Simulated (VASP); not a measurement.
# Nb (Fm-3m) in VASP: further runs

Nb is run at these levels: LDA, PBEsol+D4; tasks: single point, relaxation of cell and atoms.

All numbers are computed with VASP 6.6.1; they aren't measurements. Logs are shortened: lines on timing, memory, paths and dates and some standing lists are left out, and cuts for length are marked.

**1. The cell of the first run**

Symmetry: Fm-3m, No. 225, cubic system. The conventional cell has a = 4.230 Å, b = 4.230 Å, c = 4.230 Å, α = 90.00°, β = 90.00°, γ = 90.00°. Nb (site symmetry m-3m) has 12 Nb at 2.99 Å within 3.9 Å.

**2. Single point, LDA**

INCAR

```
  PREC = Accurate
  ENCUT = 520
  EDIFF = 1E-7
  ISMEAR = -1
  SIGMA = 0.05
  LREAL = False
  LASPH = True
  NELM = 60
  ALGO = Normal
  ISIF = 2
  LWAVE = False
  LCHARG = True
  LELF = True
  LVHAR = True
  NBANDS = 12
```

KPOINTS

```
Automatic mesh
0
Gamma
  11 11 11
```

POSCAR

```
Nb
1.0
    0.0000000000      2.1150000000      2.1150000000
    2.1150000000      0.0000000000      2.1150000000
    2.1150000000      2.1150000000      0.0000000000
Nb
1
Direct
    0.0000000000      0.0000000000      0.0000000000
```

Potentials or basis: VASP PAW LDA potentials, release 64 (Nb_sv).

Command:

```bash
cat potpaw_LDA.64/Nb_sv/POTCAR > POTCAR
mpirun -np 1 vasp_std > vasp.out
```

OUTCAR:

```text
PREC = Accurate
   ENCUT = 520
   EDIFF = 1E-7
   ISMEAR = -1
   LREAL = False
   LASPH = True
   NELM = 60
   ISIF = 2

 ion  position               nearest neighbor table
   1  0.000  0.000  0.000-

  LATTYP: Found a face centered cubic cell.
 ALAT       =     4.2300000000

  Lattice vectors:

 A1 = (   0.0000000000,   2.1150000000,   2.1150000000)
 A2 = (   2.1150000000,   0.0000000000,   2.1150000000)
 A3 = (   2.1150000000,   2.1150000000,   0.0000000000)

Analysis of symmetry for initial positions (statically):
=====================================================================
 Subroutine PRICEL returns:
 Original cell was already a primitive cell.

 Routine SETGRP: Setting up the symmetry group for a
 face centered cubic supercell.

 Subroutine GETGRP returns: Found 48 space group operations
 (whereof 48 operations were pure point group operations)
 out of a pool of 48 trial point group operations.

The static configuration has the point symmetry O_h .

Analysis of symmetry for dynamics (positions and initial velocities):
=====================================================================
 Subroutine PRICEL returns:
 Original cell was already a primitive cell.

 Routine SETGRP: Setting up the symmetry group for a
 face centered cubic supercell.

 Subroutine GETGRP returns: Found 48 space group operations
 (whereof 48 operations were pure point group operations)
 out of a pool of 48 trial point group operations.

The dynamic configuration has the point symmetry O_h .

 Subroutine INISYM returns: Found 48 space group operations
 (whereof 48 operations are pure point group operations),
 and found     1 'primitive' translations

----------------------------------------------------------------------------------------

                                     Primitive cell

  volume of cell :      18.9217

  direct lattice vectors                    reciprocal lattice vectors
     0.000000000  2.115000000  2.115000000    -0.236406619  0.236406619  0.236406619
     2.115000000  0.000000000  2.115000000     0.236406619 -0.236406619  0.236406619
     2.115000000  2.115000000  0.000000000     0.236406619  0.236406619 -0.236406619

  length of vectors
     2.991061684  2.991061684  2.991061684     0.409468276  0.409468276  0.409468276

  position of ions in fractional coordinates (direct lattice)
     0.000000000  0.000000000  0.000000000

  ion indices of the primitive-cell ions
   primitive index   ion index
                 1           1

----------------------------------------------------------------------------------------

 KPOINTS: Automatic mesh

Automatic generation of k-mesh.
 Grid dimensions read from file:
 generate k-points for:   11   11   11

 Generating k-lattice:

  Cartesian coordinates                     Fractional coordinates (reciprocal lattice)
    -0.021491511  0.021491511  0.021491511     0.090909091  0.000000000  0.000000000
     0.021491511 -0.021491511  0.021491511     0.000000000  0.090909091  0.000000000
     0.021491511  0.021491511 -0.021491511     0.000000000  0.000000000  0.090909091

  Length of vectors
     0.037224389  0.037224389  0.037224389

  Shift w.r.t. Gamma in fractional coordinates (k-lattice)
     0.000000000  0.000000000  0.000000000

 Subroutine IBZKPT returns following result:
 ===========================================

 Found     56 irreducible k-points:

 Following reciprocal coordinates:
            Coordinates               Weight
  0.000000  0.000000  0.000000      1.000000
  0.090909  0.000000  0.000000      8.000000
  0.181818  0.000000  0.000000      8.000000
  0.272727  0.000000  0.000000      8.000000
  0.363636  0.000000  0.000000      8.000000
  0.454545  0.000000  0.000000      8.000000
[... 16 lines left out ...]
 -0.272727  0.181818  0.000000     24.000000
 -0.181818  0.181818  0.000000     12.000000
 [... further k-points ...]
   k-points           NKPTS =     56   k-points in BZ     NKDIM =     56   number of bands    NBANDS=     12
   number of dos      NEDOS =    301   number of ions     NIONS =      1
   total plane-waves  NPLWV =  13824
   dimension x,y,z NGX =    24 NGY =   24 NGZ =   24
   dimension x,y,z NGXF=    48 NGYF=   48 NGZF=   48
   ions per type =               1
   NGX,Y,Z   is equivalent  to a cutoff of  13.34, 13.34, 13.34 a.u.
   NGXF,Y,Z  is equivalent  to a cutoff of  26.68, 26.68, 26.68 a.u.
 SYSTEM =  unknown system
   PREC   = accura    normal or accurate (medium, high low for compatibility)
   ISTART =      0    job   : 0-new  1-cont  2-samecut
   ICHARG =      2    charge: 1-file 2-atom 10-const
   ISPIN  =      1    spin polarized calculation?
   LNONCOLLINEAR =      F non collinear calculations
   LSORBIT =      F    spin-orbit coupling
   LASPH  =      T    aspherical Exc in radial PAW
   ENCUT  =  520.0 eV  38.22 Ry    6.18 a.u.   5.56  5.56  5.56*2*pi/ulx,y,z
   NELM   =     60;   NELMIN=  2; NELMDL= -5     # of ELM steps
   EDIFF  = 0.1E-06   stopping-criterion for ELM
   LREAL  =      F    real-space projection
   EDIFFG = 0.1E-05   stopping-criterion for IOM
   NSW    =      0    number of steps for IOM
   IBRION =     -1    ionic relax: 0-MD 1-quasi-New 2-CG
   NFREE  =      0    steps in history (QN), initial steepest desc. (CG)
   ISIF   =      2    stress and relaxation
   ISYM   =      2    0-nonsym 1-usesym 2-fastsym
   POTIM  = 0.5000    time-step for ionic-motion
   TEBEG  =    0.0;   TEEND  =   0.0 temperature during run
   PSTRESS=    0.0 pullay stress
   NELECT =      13.0000    total number of electrons
   NUPDOWN=      -1.0000    fix difference up-down
   EMIN   =  10.00;   EMAX   =-10.00  energy-range for DOS
   EFERMI =   0.00;   METHOD = LEGACY
   ISMEAR =    -1;   SIGMA  =   0.05  broadening in eV -4-tet -1-fermi 0-gaus
   EFERMI_NEDOS =   21; number of points for ismear=-14 and -15
   IALGO  =     38    algorithm
   IMIX   =      4    mixing-type and parameters
     AMIX     =   0.40;   BMIX     =  1.00
     AMIX_MAG =   1.60;   BMIX_MAG =  1.00
  volume/ion in A,a.u.               =      18.92       127.69
  Fermi-wavevector in a.u.,A,eV,Ry     =   1.444560  2.729823 28.392005  2.086754
  Thomas-Fermi vector in A             =   2.562841
   LORBIT       =      0    0 simple, 1 ext, 2 COOP (PROOUT), +10 PAW based schemes
   GGA     = CA    functional components
   LHFCALC =     F    Hartree Fock is set to
   AEXX    =    0.0000 exact exchange contribution
   IVDW    =     0    specifies the selected vdW correction
   LEPSILON=     F    determine dielectric tensor
   LRPA    =     F    only Hartree local field effects (RPA)
 non-spin polarized calculation
  energy-cutoff  :      520.00
  volume of cell :       18.92
 maximum number of plane-waves:       532
   NGX = 11   NGY = 11   NGZ = 11

 number of electron      13.0000001 magnetization

 Free energy of the ion-electron system (eV)
  ---------------------------------------------------
  ext. energy  EPLUGINS =         0.00000000
  ---------------------------------------------------
  free energy    TOTEN  =       -10.85706566 eV

  energy without entropy =      -10.84520609  energy(sigma->0) =      -10.85113587

 E-fermi :  10.6738     XC(G=0): -12.4645

 val. band max:       10.6394913779   @ k =   0.3636   0.2727   0.0909
 cond. band min:      10.6795286141   @ k =  -0.1818   0.1818   0.0000
 fundamental gap:      0.0400372363
 Fermi energy:        10.6737742693

 k-point     1 :       0.0000    0.0000    0.0000
  band No.  band energies     occupation
      1     -43.8200      2.00000
      2     -19.3784      2.00000
      3     -19.3784      2.00000
      4     -19.3784      2.00000
      5       4.4772      2.00000
      6      10.7516      0.34819
      7      10.7516      0.34819
      8      10.7516      0.34819
      9      13.2972      0.00000
     10      13.2972      0.00000
     11      22.5224      0.00000
     12      27.1942      0.00000

 k-point     2 :       0.0909    0.0000    0.0000
  band No.  band energies     occupation
      1     -43.8051      2.00000
      2     -19.4778      2.00000
      3     -19.3907      2.00000
      4     -19.3907      2.00000
      5       4.7795      2.00000
      6      10.5283      1.89672
      7      10.8867      0.02789
      8      10.8867      0.02789
      9      13.1832      0.00000
     10      13.1832      0.00000
     11      23.1168      0.00000
     12      26.0833      0.00000

 k-point     3 :       0.1818    0.0000    0.0000
  band No.  band energies     occupation
      1     -43.7647      2.00000
      2     -19.7389      2.00000
      3     -19.4237      2.00000
      4     -19.4237      2.00000
      5       5.5762      2.00000
      6      10.0999      1.99998
      7      11.1239      0.00025
      8      11.1239      0.00025
      9      13.0924      0.00000
     10      13.0924      0.00000
     11      23.8972      0.00000
     12      25.0449      0.00000
[... 286 lines left out ...]
 k-point    23 :      -0.2727    0.1818    0.0000
  band No.  band energies     occupation
      1     -43.6478      2.00000
      2     -20.2298      2.00000
      3     -19.7568      2.00000
      4     -19.5049      2.00000
      5       7.7913      2.00000
      6       9.6803      2.00000
      7      10.0777      1.99999
      8      11.6114      0.00000
      9      13.0442      0.00000
     10      16.1947      0.00000
     11      23.0133      0.00000
     12      25.4776      0.00000

 k-point    24 :      -0.1818    0.1818    0.0000
  band No.  band energies     occupation
      1     -43.6934      2.00000
      2     -20.0374      2.00000
      3     -19.6533      2.00000
      4     -19.4546      2.00000
      5       7.0612      2.00000
      6       9.4696      2.00000
      7      10.6795      0.94252
      8      11.9894      0.00000
      9      12.0486      0.00000
     10      14.9517      0.00000
     11      23.9823      0.00000
     12      26.5664      0.00000

 [... further k-points ...]

------------------------ aborting loop because EDIFF is reached ----------------------------------------

  FORCE on cell =-STRESS in cart. coord.  units (eV):
  Direction    XX          YY          ZZ          XY          YZ          ZX
  --------------------------------------------------------------------------------------
  -------------------------------------------------------------------------------------
  Total       -1.3135121     -1.3135121     -1.3135121     -0.0000000     -0.0000000      0.0000000
  in kB     -111.2201706   -111.2201706   -111.2201706     -0.0000000     -0.0000000      0.0000000
  external PRESSURE =    -111.2201706 kB  Pullay stress =       0.0000000 kB

 VOLUME and BASIS-vectors are now :
 -----------------------------------------------------------------------------
  energy-cutoff  :      520.00
  volume of cell :       18.92
      direct lattice vectors                 reciprocal lattice vectors
     0.000000000  2.115000000  2.115000000    -0.236406619  0.236406619  0.236406619
     2.115000000  0.000000000  2.115000000     0.236406619 -0.236406619  0.236406619
     2.115000000  2.115000000  0.000000000     0.236406619  0.236406619 -0.236406619

 POSITION                                       TOTAL-FORCE (eV/Angst)
 -----------------------------------------------------------------------------------
      0.00000      0.00000      0.00000         0.000000     -0.000000      0.000000
 -----------------------------------------------------------------------------------
    total drift:                                0.000000      0.000000     -0.000000

  FREE ENERGIE OF THE ION-ELECTRON SYSTEM (eV)
  ---------------------------------------------------
  free  energy   TOTEN  =       -10.8570656596 eV

  energy  without entropy=      -10.8452060892  energy(sigma->0) =      -10.85113587
```

Run time: 7.7 s. Hardware: 1 thread of Intel Xeon Platinum 8488C (Sapphire Rapids), shared host; peak memory 0.13 GiB.

Results:

* Free energy: -10.8571 eV
* Pressure: -11.1 GPa

**3. Relaxation of cell and atoms, PBEsol+D4**

INCAR

```
SYSTEM = Nb
PREC = Accurate ; ENCUT = 600
EDIFF = 1E-7 ; ISMEAR = -1
SIGMA = 0.05 ; LREAL = .FALSE.
LASPH = .TRUE. ; NELM = 60
ALGO = Fast ; ISIF = 3
LWAVE = .FALSE. ; LCHARG = .FALSE.
GGA = PS ; IVDW = 13
IBRION = 2 ; NSW = 60
EDIFFG = -0.01
```

KPOINTS

```
regular mesh
0
G
  11 11 11
  0 0 0
```

POSCAR is that of step 2.

Potentials or basis: VASP PAW PBE potentials, release 64 (Nb_sv).

Command:

```bash
cat potpaw_PBE.64/Nb_sv/POTCAR > POTCAR
mpirun -np 1 vasp_std > vasp.out
```

OUTCAR:

```text
SYSTEM = Nb
   PREC = Accurate
   ENCUT = 600
   EDIFF = 1E-7
   ISMEAR = -1
   LREAL = .FALSE.
   LASPH = .TRUE.
   NELM = 60
   ISIF = 3
   GGA = PS
   IVDW = 13
   IBRION = 2
   NSW = 60
   EDIFFG = -0.01

 ion  position               nearest neighbor table
   1  0.000  0.000  0.000-

  LATTYP: Found a face centered cubic cell.
 ALAT       =     4.2300000000

  Lattice vectors:

 A1 = (   0.0000000000,   2.1150000000,   2.1150000000)
 A2 = (   2.1150000000,   0.0000000000,   2.1150000000)
 A3 = (   2.1150000000,   2.1150000000,   0.0000000000)

Analysis of symmetry for initial positions (statically):
=====================================================================
 Subroutine PRICEL returns:
 Original cell was already a primitive cell.

 Routine SETGRP: Setting up the symmetry group for a
 face centered cubic supercell.

 Subroutine GETGRP returns: Found 48 space group operations
 (whereof 48 operations were pure point group operations)
 out of a pool of 48 trial point group operations.

The static configuration has the point symmetry O_h .

Analysis of symmetry for dynamics (positions and initial velocities):
=====================================================================
 Subroutine PRICEL returns:
 Original cell was already a primitive cell.

[... 146 lines left out ...]
 number of electron      13.0000001 magnetization

 Free energy of the ion-electron system (eV)
  ---------------------------------------------------
  ext. energy  EPLUGINS =         0.00000000
  ---------------------------------------------------
  free energy    TOTEN  =       -10.59407687 eV

  energy without entropy =      -10.58225953  energy(sigma->0) =      -10.58816820

------------------------ aborting loop because EDIFF is reached ----------------------------------------

  DFT-D4 for vdW energy calculation

  Edisp (eV):   -0.18609
[... 147 lines left out ...]
--------------------------------------- Ionic step        5  -------------------------------------------

 number of electron      13.0000000 magnetization

 Free energy of the ion-electron system (eV)
  ---------------------------------------------------
  ext. energy  EPLUGINS =         0.00000000
  ---------------------------------------------------
  free energy    TOTEN  =       -10.61463734 eV

  energy without entropy =      -10.60338281  energy(sigma->0) =      -10.60901008

 E-fermi :  11.5342     XC(G=0): -12.6696

 val. band max:       11.5201226668   @ k =  -0.3636   0.4545   0.1818
 cond. band min:      11.5955464233   @ k =   0.0000   0.0000   0.0000
 fundamental gap:      0.0754237565
 Fermi energy:        11.5342336773

 k-point     1 :       0.0000    0.0000    0.0000
  band No.  band energies     occupation
      1     -43.1105      2.00000
      2     -18.4198      2.00000
      3     -18.4198      2.00000
      4     -18.4198      2.00000
      5       5.1549      2.00000
      6      11.5955      0.45368
      7      11.5955      0.45367
      8      11.5955      0.45367
      9      14.3726      0.00000
     10      14.3726      0.00000
[... 287 lines left out ...]
 k-point    24 :      -0.1818    0.1818    0.0000
  band No.  band energies     occupation
      1     -42.9535      2.00000
      2     -19.2063      2.00000
      3     -18.7473      2.00000
      4     -18.5091      2.00000
      5       7.8666      2.00000
      6      10.2182      2.00000
      7      11.5058      1.27657
      8      12.9266      0.00000
      9      12.9852      0.00000
     10      16.1603      0.00000

 [... further k-points ...]

------------------------ aborting loop because EDIFF is reached ----------------------------------------

  DFT-D4 for vdW energy calculation

  Edisp (eV):   -0.19647
[... 24 lines left out ...]
  FREE ENERGIE OF THE ION-ELECTRON SYSTEM (eV)
  ---------------------------------------------------
  free  energy   TOTEN  =       -10.8111077894 eV

  energy  without entropy=      -10.7998532619  energy(sigma->0) =      -10.80548053

 reached required accuracy - stopping structural energy minimisation
```

OSZICAR:

```text
N       E                     dE             d eps       ncg     rms          rms(c)
DAV:   1     0.126314342482E+03    0.12631E+03   -0.81408E+03  1120   0.143E+03
DAV:   2    -0.507366877889E+01   -0.13139E+03   -0.12846E+03  1198   0.471E+02
DAV:   3    -0.107355787516E+02   -0.56619E+01   -0.53877E+01  1604   0.805E+01
[... 135 lines left out ...]
RMM:   8    -0.106146368914E+02   -0.40585E-06   -0.51683E-06  1346   0.222E-02    0.832E-04
RMM:   9    -0.106146371297E+02   -0.23828E-06   -0.22029E-06  1053   0.117E-02    0.112E-03
RMM:  10    -0.106146370284E+02    0.10129E-06   -0.13256E-06   996   0.840E-03    0.215E-03
RMM:  11    -0.106146372632E+02   -0.23480E-06   -0.77421E-07   904   0.697E-03    0.995E-04
RMM:  12    -0.106146373403E+02   -0.77099E-07   -0.51107E-07   852   0.563E-03
   5 F= -.10811108E+02 E0= -.10805481E+02  d E =-.309440E-01
```

It took 74 s on 1 thread of AMD EPYC 9R45 (Zen 5), shared host; peak memory 0.13 GiB.

Results:

```
Free energy                            : -10.8111 eV
Relaxed volume                         : 17.88 Å³/atom
Relaxed cell                           : a = 2.935 Å, b = 2.935 Å, c = 2.935 Å, α = 60.00°, β = 60.00°, γ = 60.00°
Space group after relaxing (to 0.05 Å) : Fm-3m (No. 225)
Energy gained by relaxing              : 30.9 meV/atom
Ionic steps                            : 5
Pressure after relaxing                : 0.1 GPa
Dispersion energy per atom             : -0.196 eV
```

The path:
```tsv
step	energy change (eV)	largest force (eV/Å)	pressure (GPa)	volume (Å³)
1	0.0000	0.0000	-9.13	18.92
2	0.0838	0.0000	22.40	16.12
3	-0.0309	0.0000	-0.29	17.92
4	-0.0309	0.0000	-0.10	17.90
5	-0.0309	0.0000	0.07	17.88
```

Final structure:
```xyz
1
Lattice="0.0000 2.0753 2.0753 2.0753 0.0000 2.0753 2.0753 2.0753 0.0000" Properties=species:S:1:pos:R:3 pbc="T T T"
Nb    0.0000    0.0000    0.0000
```

Caveat: the PAW data sets were made with another functional, which shifts forces and pressure a little; pairwise dispersion overbinds metals, which lowers pressure and volume.
